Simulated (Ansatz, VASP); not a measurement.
**Two plane-wave programs on Rh**

INCAR

```
  PREC = Accurate
  ENCUT = 520
  EDIFF = 1E-6
  ISMEAR = 0
  SIGMA = 0.15
  LREAL = False
  LASPH = True
  NELM = 80
  ALGO = Fast
  ISIF = 2
  LWAVE = False
  LCHARG = True
  GGA = PE
  LELF = True
  LVHAR = True
  NBANDS = 14
```

Contents of KPOINTS:

```
regular mesh
0
Gamma
  26 26 26
```

File POSCAR:

```
Rh
1.0
    0.0000000000      1.9149654119      1.8670912766
    1.9149654119      0.0000000000      1.8670912766
    1.9149654119      1.9149654119      0.0000000000
Rh
1
Direct
    0.0000000000      0.0000000000      0.0000000000
```

Input for Ansatz:

```yaml
crystal:
  lattice:
    - [0.0, 1.9149654119, 1.8670912766]
    - [1.9149654119, 0.0, 1.8670912766]
    - [1.9149654119, 1.9149654119, 0.0]
  atoms:
    - { symbol: Rh, position: [0.0, 0.0, 0.0] }
basis:
  ecutwfc: 420
kpoints:
  mp_grid: { grid: [26, 26, 26] }
hamiltonian:
  xc: pbe
scf:
  occupations: { method: gaussian, width: 0.15 }
output:
  forces: true
  stress: true
  eigenvalues: true
```

Change from the starting cell: strain +0.000 along x and y, -0.025 along z, atoms carried along.

Alike in both runs: task single point; functional PBE; k mesh 26 × 26 × 26; occupations gaussian, width 0.15 eV; no spin polarisation.

|  | VASP | Ansatz |
| --- | --- | --- |
| version | VASP 6.6.1 | Ansatz 0.2.0 |
| potentials or method | VASP PAW PBE potentials, release 64 (Rh_pv), cutoff 520 eV | scalar-relativistic, plane waves, PAW |
| valence electrons in the cell | 15 | 17 |

Ansatz gave:

| Quantity | Value |
| --- | --- |
| gap on the k mesh at the Fermi level (eV) | none |
| pressure (GPa) | 7.1 |
| traceless stress, the component that is largest in VASP (GPa) | 4.08 |

Q: Which values does VASP return?

A: gap on the k mesh at the Fermi level (eV): none; pressure (GPa): 7.2; traceless stress, the component that is largest in VASP (GPa): 4.07.

A gap of «none» marks a metal or a gap that the smearing closes. VASP's potentials hold 15 valence electrons a cell and Ansatz's 17, so a difference there can come from the potentials and not from the codes.
